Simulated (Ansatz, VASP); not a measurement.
# Ta2Ti in VASP and in Ansatz

File INCAR:

```
  PREC = Accurate
  ENCUT = 600
  EDIFF = 1E-6
  ISMEAR = 0
  SIGMA = 0.1
  LREAL = F
  LASPH = T
  NELM = 100
  ALGO = Fast
  ISIF = 3
  LWAVE = F
  LCHARG = F
  GGA = PE
  IBRION = 2
  NSW = 100
  EDIFFG = -0.01
```

File KPOINTS:

```
regular mesh
0
Gamma
  8 8 8
```

The input POSCAR:

```
Ta2Ti
1.0
    0.0000000000      3.8552121697      3.8552121697
    3.8552121697      0.0000000000      3.8552121697
    3.8552121697      3.8552121697      0.0000000000
Ti Ta
2 4
Direct
    0.5000000000      0.5000000000      0.5000000000
    0.7500000000      0.7500000000      0.7500000000
    0.1250000000      0.1250000000      0.1250000000
    0.6250000000      0.1250000000      0.1250000000
    0.1250000000      0.1250000000      0.6250000000
    0.1250000000      0.6250000000      0.1250000000
```

Input for Ansatz:

```yaml
crystal:
  lattice:
    - [0.0, 3.8552121697, 3.8552121697]
    - [3.8552121697, 0.0, 3.8552121697]
    - [3.8552121697, 3.8552121697, 0.0]
  atoms:
    - { symbol: Ti, position: [0.5, 0.5, 0.5] }
    - { symbol: Ti, position: [0.75, 0.75, 0.75] }
    - { symbol: Ta, position: [0.125, 0.125, 0.125] }
    - { symbol: Ta, position: [0.625, 0.125, 0.125] }
    - { symbol: Ta, position: [0.125, 0.125, 0.625] }
    - { symbol: Ta, position: [0.125, 0.625, 0.125] }
basis:
  ecutwfc: 420
kpoints:
  mp_grid: { grid: [8, 8, 8] }
hamiltonian:
  xc: pbe
scf:
  occupations: { method: gaussian, width: 0.1 }
output:
  forces: true
  stress: true
  eigenvalues: true
  write_density: true
  write_potential: true
  elf: true
  volumetric_format: npy
relax:
  adjacent_minimum: "off"
  f_tol: 0.01
  max_steps: 80
  cell: { stress_tol: 0.05 }
```

Alike in both runs: task relaxation of cell and atoms; functional PBE; k mesh 8 × 8 × 8; occupations gaussian, width 0.1 eV; no spin polarisation.

```csv
,VASP,Ansatz
version,VASP 6.6.1,Ansatz 0.2.0
potentials or method,"VASP PAW PBE potentials, release 64 (Ti_sv, Ta_pv), cutoff 600 eV","scalar-relativistic, plane waves, PAW"
valence electrons in the cell,68,76
```

```tsv
	VASP	Ansatz	Ansatz less VASP
gap on the k mesh at the Fermi level, each at its own relaxed structure (eV)	none	none	-
relaxed volume (Å³/atom)	19.10	19.08	-0.017
relaxed length of the cell vector where the two differ most in proportion (Å)	5.452	5.450	-0.0016
```

A gap of «none» marks a metal or a gap that the smearing closes. VASP's potentials hold 68 valence electrons a cell and Ansatz's 76, so a difference there can come from the potentials and not from the codes.

Spin-orbit coupling is off throughout. Noted on VASP's run: the relaxation stopped at its first step, so nothing moved.
